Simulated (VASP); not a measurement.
# Cd (Im-3m) in VASP: a series of runs

Runs on Cd. Level: PBEsol. Tasks: single point.

All numbers are computed with VASP 6.6.1; they aren't measurements. Logs are shortened: lines on timing, memory, paths and dates and some standing lists are left out, and cuts for length are marked.

## 1. The cell of the first run

It takes space group Im-3m (No. 229, cubic). Conventional cell: a = 3.448 Å, b = 3.448 Å, c = 3.448 Å, α = 90.00°, β = 90.00°, γ = 90.00°. Cd (site symmetry m-3m) has 14 Cd at 2.99 to 3.45 Å within 3.9 Å.

This isn't the form of Cd at room conditions, which is hcp.

## 2. Single point, PBEsol (20.50 Å³/atom)

Input file INCAR:

```
PREC = Accurate
ENCUT = 520
EDIFF = 1E-7
ISMEAR = -1
SIGMA = 0.1
LREAL = False
LASPH = True
NELM = 60
ALGO = Normal
ISIF = 2
LWAVE = False
LCHARG = False
GGA = PS
NBANDS = 12
```

Input file KPOINTS:

```
Automatic mesh
0
Gamma
  14 14 14
```

Input file POSCAR:

```
Cd
1.0
   -1.7239814117      1.7239814117      1.7239814117
    1.7239814117     -1.7239814117      1.7239814117
    1.7239814117      1.7239814117     -1.7239814117
Cd
1
Direct
    0.0000000000      0.0000000000      0.0000000000
```

Potentials or basis: VASP PAW PBE potentials, release 64 (Cd).

The run is started by

```
$ cat potpaw_PBE.64/Cd/POTCAR > POTCAR
$ mpirun -np 1 vasp_std > vasp.out
```

OUTCAR:

```text
PREC = Accurate
   ENCUT = 520
   EDIFF = 1E-7
   ISMEAR = -1
   LREAL = False
   LASPH = True
   NELM = 60
   ISIF = 2
   GGA = PS

 ion  position               nearest neighbor table
   1  0.000  0.000  0.000-

  LATTYP: Found a body centered cubic cell.
 ALAT       =     3.4479628234

  Lattice vectors:

 A1 = (  -1.7239814117,   1.7239814117,   1.7239814117)
 A2 = (   1.7239814117,  -1.7239814117,   1.7239814117)
 A3 = (   1.7239814117,   1.7239814117,  -1.7239814117)

Analysis of symmetry for initial positions (statically):
=====================================================================
 Subroutine PRICEL returns:
 Original cell was already a primitive cell.

 Routine SETGRP: Setting up the symmetry group for a
 body centered cubic supercell.

 Subroutine GETGRP returns: Found 48 space group operations
 (whereof 48 operations were pure point group operations)
 out of a pool of 48 trial point group operations.

The static configuration has the point symmetry O_h .

Analysis of symmetry for dynamics (positions and initial velocities):
=====================================================================
 Subroutine PRICEL returns:
 Original cell was already a primitive cell.

 Routine SETGRP: Setting up the symmetry group for a
 body centered cubic supercell.

 Subroutine GETGRP returns: Found 48 space group operations
 (whereof 48 operations were pure point group operations)
 out of a pool of 48 trial point group operations.

The dynamic configuration has the point symmetry O_h .

 Subroutine INISYM returns: Found 48 space group operations
 (whereof 48 operations are pure point group operations),
 and found     1 'primitive' translations

----------------------------------------------------------------------------------------

                                     Primitive cell

  volume of cell :      20.4955

  direct lattice vectors                    reciprocal lattice vectors
    -1.723981412  1.723981412  1.723981412     0.000000000  0.290026329  0.290026329
     1.723981412 -1.723981412  1.723981412     0.290026329  0.000000000  0.290026329
     1.723981412  1.723981412 -1.723981412     0.290026329  0.290026329  0.000000000

  length of vectors
     2.986023396  2.986023396  2.986023396     0.410159168  0.410159168  0.410159168
[... 77 lines left out ...]
   ENCUT  =  520.0 eV  38.22 Ry    6.18 a.u.   5.55  5.55  5.55*2*pi/ulx,y,z
   NELM   =     60;   NELMIN=  2; NELMDL= -5     # of ELM steps
   EDIFF  = 0.1E-06   stopping-criterion for ELM
   LREAL  =      F    real-space projection
   EDIFFG = 0.1E-05   stopping-criterion for IOM
   NSW    =      0    number of steps for IOM
   IBRION =     -1    ionic relax: 0-MD 1-quasi-New 2-CG
   NFREE  =      0    steps in history (QN), initial steepest desc. (CG)
   ISIF   =      2    stress and relaxation
   ISYM   =      2    0-nonsym 1-usesym 2-fastsym
   POTIM  = 0.5000    time-step for ionic-motion
   TEBEG  =    0.0;   TEEND  =   0.0 temperature during run
   PSTRESS=    0.0 pullay stress
   NELECT =      12.0000    total number of electrons
   NUPDOWN=      -1.0000    fix difference up-down
   EMIN   =  10.00;   EMAX   =-10.00  energy-range for DOS
   EFERMI =   0.00;   METHOD = LEGACY
   ISMEAR =    -1;   SIGMA  =   0.10  broadening in eV -4-tet -1-fermi 0-gaus
   EFERMI_NEDOS =   21; number of points for ismear=-14 and -15
   IALGO  =     38    algorithm
   IMIX   =      4    mixing-type and parameters
     AMIX     =   0.40;   BMIX     =  1.00
     AMIX_MAG =   1.60;   BMIX_MAG =  1.00
  volume/ion in A,a.u.               =      20.50       138.31
  Fermi-wavevector in a.u.,A,eV,Ry     =   1.369565  2.588103 25.520563  1.875708
  Thomas-Fermi vector in A             =   2.495429
   LORBIT       =      0    0 simple, 1 ext, 2 COOP (PROOUT), +10 PAW based schemes
   GGA     = PS    functional components
   LHFCALC =     F    Hartree Fock is set to
   AEXX    =    0.0000 exact exchange contribution
   IVDW    =     0    specifies the selected vdW correction
   LEPSILON=     F    determine dielectric tensor
   LRPA    =     F    only Hartree local field effects (RPA)
 non-spin polarized calculation
  energy-cutoff  :      520.00
  volume of cell :       20.50
 maximum number of plane-waves:       586
 NGX is ok and might be reduce to    24
   NGX = 11   NGY = 11   NGZ = 11

 number of electron      12.0000002 magnetization

 Free energy of the ion-electron system (eV)
  ---------------------------------------------------
  ext. energy  EPLUGINS =         0.00000000
  ---------------------------------------------------
  free energy    TOTEN  =        -1.12229588 eV

  energy without entropy =       -1.10895482  energy(sigma->0) =       -1.11562535

 E-fermi :   3.2390     XC(G=0): -11.5043

 val. band max:        3.1794943533   @ k =   0.3571   0.2143   0.0714
 cond. band min:       3.2603690247   @ k =  -0.4286   0.5000   0.0714
 fundamental gap:      0.0808746714
 Fermi energy:         3.2389612663

 k-point     1 :       0.0000    0.0000    0.0000
  band No.  band energies     occupation
      1      -6.2163      2.00000
      2      -6.2163      2.00000
      3      -6.2163      2.00000
      4      -6.1753      2.00000
      5      -5.4690      2.00000
      6      -5.4690      2.00000
      7      19.0070      0.00000
      8      19.0070      0.00000
      9      19.0070      0.00000
     10      20.5156      0.00000
     11      20.5156      0.00000
     12      20.5156      0.00000
[... 331 lines left out ...]
 k-point    24 :       0.3571    0.2857    0.0000
  band No.  band energies     occupation
      1      -6.5737      2.00000
      2      -6.1310      2.00000
      3      -5.8928      2.00000
      4      -5.4501      2.00000
      5      -5.3485      2.00000
      6       3.3119      0.65055
      7       3.4941      0.14462
      8       5.4242      0.00000
      9      12.9028      0.00000
     10      20.3610      0.00000
     11      21.5032      0.00000
     12      24.1787      0.00000

 [... further k-points ...]
[... 5 lines left out ...]
  --------------------------------------------------------------------------------------
  -------------------------------------------------------------------------------------
  Total        0.3504806      0.3504806      0.3504806     -0.0000000     -0.0000000      0.0000000
  in kB       27.3978687     27.3978687     27.3978687     -0.0000000     -0.0000000      0.0000000
  external PRESSURE =      27.3978687 kB  Pullay stress =       0.0000000 kB

 VOLUME and BASIS-vectors are now :
 -----------------------------------------------------------------------------
  energy-cutoff  :      520.00
  volume of cell :       20.50
      direct lattice vectors                 reciprocal lattice vectors
    -1.723981412  1.723981412  1.723981412     0.000000000  0.290026329  0.290026329
     1.723981412 -1.723981412  1.723981412     0.290026329  0.000000000  0.290026329
     1.723981412  1.723981412 -1.723981412     0.290026329  0.290026329  0.000000000

 POSITION                                       TOTAL-FORCE (eV/Angst)
 -----------------------------------------------------------------------------------
      0.00000      0.00000      0.00000         0.000000     -0.000000     -0.000000
 -----------------------------------------------------------------------------------
    total drift:                               -0.000000      0.000000      0.000000

  FREE ENERGIE OF THE ION-ELECTRON SYSTEM (eV)
  ---------------------------------------------------
  free  energy   TOTEN  =        -1.1222958836 eV

  energy  without entropy=       -1.1089548213  energy(sigma->0) =       -1.11562535
```

OSZICAR:

```text
N       E                     dE             d eps       ncg     rms          rms(c)
DAV:   1     0.664627201168E+02    0.66463E+02   -0.70676E+03  2728   0.100E+03
DAV:   2    -0.487147143549E-01   -0.66511E+02   -0.63014E+02  2708   0.233E+02
DAV:   3    -0.121122842305E+01   -0.11625E+01   -0.11619E+01  2960   0.344E+01
DAV:   4    -0.121254999174E+01   -0.13216E-02   -0.13215E-02  2788   0.115E+00
DAV:   5    -0.121255283627E+01   -0.28445E-05   -0.28449E-05  2872   0.538E-02    0.368E+00
DAV:   6    -0.112975171100E+01    0.82801E-01   -0.21307E-01  2816   0.604E+00    0.287E+00
DAV:   7    -0.112328001231E+01    0.64717E-02   -0.14862E-02  2816   0.131E+00    0.148E+00
DAV:   8    -0.112228046418E+01    0.99955E-03   -0.15556E-03  2660   0.553E-01    0.641E-02
DAV:   9    -0.112229076366E+01   -0.10299E-04   -0.46613E-06  2824   0.179E-02    0.157E-02
DAV:  10    -0.112229590732E+01   -0.51437E-05   -0.35259E-06  2680   0.227E-02    0.218E-03
DAV:  11    -0.112229588359E+01    0.23733E-07   -0.45192E-08  1728   0.250E-03
   1 F= -.11222959E+01 E0= -.11156254E+01  d E =-.133411E-01
```

Wall time 18 s (1 thread of Intel Xeon 8259CL, shared host); peak memory 0.15 GiB.

What came out:

```
Free energy            : -1.1223 eV
Pressure               : 2.7 GPa
Band gap on the k mesh : zero (bands 6 and 7 overlap by 4.26 eV)
```

Caveat: the PAW data sets were made with another functional, which shifts forces and pressure a little.

## 3. Single point, PBEsol (21.35 Å³/atom)

This run uses another cell than the first one, of 21.35 Å³/atom.

Input file INCAR:

```
ALGO = Normal ; EDIFF = 1E-7
ENCUT = 520 ; GGA = PS
ISIF = 2 ; ISMEAR = -1
LASPH = T ; LCHARG = F
LREAL = F ; LWAVE = F
NBANDS = 12 ; NELM = 80
PREC = Accurate ; SIGMA = 0.1
```

Input file KPOINTS:

```
k-points
0
Gamma
  14 14 14
```

Input file POSCAR:

```
Cd
1.0
   -1.7476005304      1.7476005304      1.7476005304
    1.7476005304     -1.7476005304      1.7476005304
    1.7476005304      1.7476005304     -1.7476005304
Cd
1
Direct
    0.0000000000      0.0000000000      0.0000000000
```

Potentials or basis: VASP PAW PBE potentials, release 64 (Cd).

The run is started by

```
$ cat potpaw_PBE.64/Cd/POTCAR > POTCAR
$ mpirun -np 1 vasp_std > vasp.out
```

Run time: 16 s. Hardware: 1 thread of Intel Xeon 8259CL, shared host; peak memory 0.15 GiB.

Results (log left out):

```yaml
Free_energy: -1.1300 eV
Pressure: 0.3 GPa
Band_gap_on_the_k_mesh: zero (bands 6 and 7 overlap by 4.31 eV)
```

Levels at points of the mesh, in eV from the Fermi level:
| k point | band 3 | band 4 | band 5 | band 6 | band 7 | band 8 | band 9 | band 10 |
| --- | --- | --- | --- | --- | --- | --- | --- | --- |
| (0.00, 0.00, 0.00) | -9.29 | -9.06 | -8.60 | -8.60 | 15.62 | 15.62 | 15.62 | 16.70 |
| (0.50, 0.00, 0.00) | -8.63 | -8.57 | -8.13 | -2.26 | -0.88 | 9.53 | 10.13 | 13.91 |
| (0.50, 0.50, 0.50) | -8.25 | -8.25 | -8.25 | 3.43 | 3.43 | 3.43 | 6.04 | 8.18 |

Caveat: the PAW data sets were made with another functional, which shifts forces and pressure a little.

## 4. Single point, PBEsol (22.20 Å³/atom)

This run uses another cell than the first one, of 22.20 Å³/atom.

Input file INCAR:

```
PREC = Accurate ; ENCUT = 520
EDIFF = 1E-6 ; ISMEAR = -1
SIGMA = 0.1 ; LREAL = F
LASPH = T ; NELM = 80
ALGO = Normal ; ISIF = 2
LWAVE = F ; LCHARG = F
GGA = PS ; NBANDS = 12
```

Input file KPOINTS:

```
Automatic mesh
0
Gamma
  14 14 14
```

Input file POSCAR:

```
Cd
1.0
   -1.7705979115      1.7705979115      1.7705979115
    1.7705979115     -1.7705979115      1.7705979115
    1.7705979115      1.7705979115     -1.7705979115
Cd
1
Direct
    0.0000000000      0.0000000000      0.0000000000
```

The run is started by

```
$ cat potpaw_PBE.64/Cd/POTCAR > POTCAR
$ mpirun -np 1 vasp_std > vasp.out
```

It took 21 s on 1 thread of Intel Xeon 8259CL, shared host; peak memory 0.15 GiB.

Results (log left out):

* Free energy: -1.1262 eV
* Pressure: -1.6 GPa
* Band gap on the k mesh: zero (bands 6 and 7 overlap by 4.34 eV)

Levels at points of the mesh, in eV from the Fermi level:
```tsv
k point	band 2	band 3	band 4	band 5	band 6	band 7	band 8	band 9	band 10	band 11
(0.00, 0.00, 0.00)	-9.14	-9.14	-8.73	-8.50	-8.50	15.46	15.46	15.46	16.16	16.16
(0.50, 0.00, 0.00)	-9.46	-8.54	-8.48	-8.07	-2.08	-0.92	9.30	10.00	13.61	14.21
(0.50, 0.50, 0.50)	-9.63	-8.18	-8.18	-8.18	3.42	3.42	3.42	5.68	8.03	8.03
```

Caveat: the PAW data sets were made with another functional, which shifts forces and pressure a little.

## 5. Single point, PBEsol (23.06 Å³/atom)

This run uses another cell than the first one, of 23.06 Å³/atom.

Input file INCAR:

```
SYSTEM = Cd
ALGO = Normal
EDIFF = 1E-6
ENCUT = 520
GGA = PS
ISIF = 2
ISMEAR = -1
LASPH = .True.
LCHARG = .False.
LREAL = .False.
LWAVE = .False.
NBANDS = 12
NELM = 80
PREC = Accurate
SIGMA = 0.1
```

Input file KPOINTS:

```
k-points
0
Gamma
  14 14 14
  0 0 0
```

Input file POSCAR:

```
Cd
1.0
   -1.7930129228      1.7930129228      1.7930129228
    1.7930129228     -1.7930129228      1.7930129228
    1.7930129228      1.7930129228     -1.7930129228
Cd
1
Direct
    0.0000000000      0.0000000000      0.0000000000
```

The run is started by

```
$ cat potpaw_PBE.64/Cd/POTCAR > POTCAR
$ mpirun -np 1 vasp_std > vasp.out
```

It took 17 s on 1 thread of Intel Xeon 8259CL, shared host; peak memory 0.15 GiB.

It converged, with:

| Quantity | Value |
| --- | --- |
| Free energy | -1.1138 eV |
| Pressure | -3.0 GPa |
| Band gap on the k mesh | zero (bands 6 and 7 overlap by 4.37 eV) |

Levels at points of the mesh, in eV from the Fermi level:
```
           k point  band 3  band 4  band 5  band 6  band 7  band 8  band 9  band 10
(0.00, 0.00, 0.00)   -9.01   -8.43   -8.42   -8.42   15.31   15.31   15.31    15.66
(0.50, 0.00, 0.00)   -8.45   -8.40   -8.03   -1.91   -0.97    9.08    9.86    13.32
(0.50, 0.50, 0.50)   -8.12   -8.12   -8.12    3.41    3.41    3.41    5.35     7.89
```

Caveat: the cell stands under tension; the PAW data sets were made with another functional, which shifts forces and pressure a little.

## 6. The runs side by side

```csv
cell,gap on the mesh (eV),pressure (GPa)
"a = 2.986 Å, angles 109.5°, 1 atom",none,2.7
"a = 3.027 Å, angles 109.5°, 1 atom",none,0.3
"a = 3.067 Å, angles 109.5°, 1 atom",none,-1.6
"a = 3.106 Å, angles 109.5°, 1 atom",none,-3.0
```

Alike in all rows: task single point; level PBEsol; potentials or basis VASP PAW PBE potentials, release 64 (Cd); no spin polarisation; k mesh 14 × 14 × 14; cutoff (eV) 520; smearing fermi-dirac 0.1 eV.

Caveats: the PAW data sets were made with another functional, which shifts forces and pressure a little; the cell stands under tension (at least some runs).

Absolute energies hang on the potentials; compare differences alone.
